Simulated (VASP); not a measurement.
Zn, 1 atom in the cell. It takes space group Fm-3m (No. 225, cubic). Conventional cell: a = 3.930 Å, b = 3.930 Å, c = 3.930 Å, α = 90.00°, β = 90.00°, γ = 90.00°. Zn (site symmetry m-3m) has 12 Zn at 2.78 Å within 3.7 Å. 

| Property | Result |
| --- | --- |
| Program | VASP 6.6.1 |
| Task | single point |
| Functional | r2SCAN |
| Potentials or basis | VASP PAW PBE potentials, release 64 (Zn) |
| Cutoff | 520 eV |
| k mesh | 13 × 13 × 13 |
| Occupations | gaussian, width 0.1 eV |
| Spin | no spin polarisation |
| Dipole correction | no |
| Further INCAR settings | ALGO = Normal; EDIFF = 1e-06; NBANDS = 12 |

Potentials or basis: VASP PAW PBE potentials, release 64 (Zn).

Launch:

```sh
$ cat potpaw_PBE.64/Zn/POTCAR > POTCAR
$ cp INCAR.step1 INCAR
$ mpirun -np 1 vasp_std > vasp.out
$ cp INCAR.step2 INCAR
$ mpirun -np 1 vasp_std > vasp.out
```

Hardware: 1 thread of Intel(R) Xeon(R) 6975P-C (Granite Rapids), with other jobs on the host.

Task: How long does it take, and how much memory?

Result: It took 21 s on 1 thread of Intel(R) Xeon(R) 6975P-C (Granite Rapids), with other jobs on the host, peak memory 0.15 GiB. Counts: k points 84.
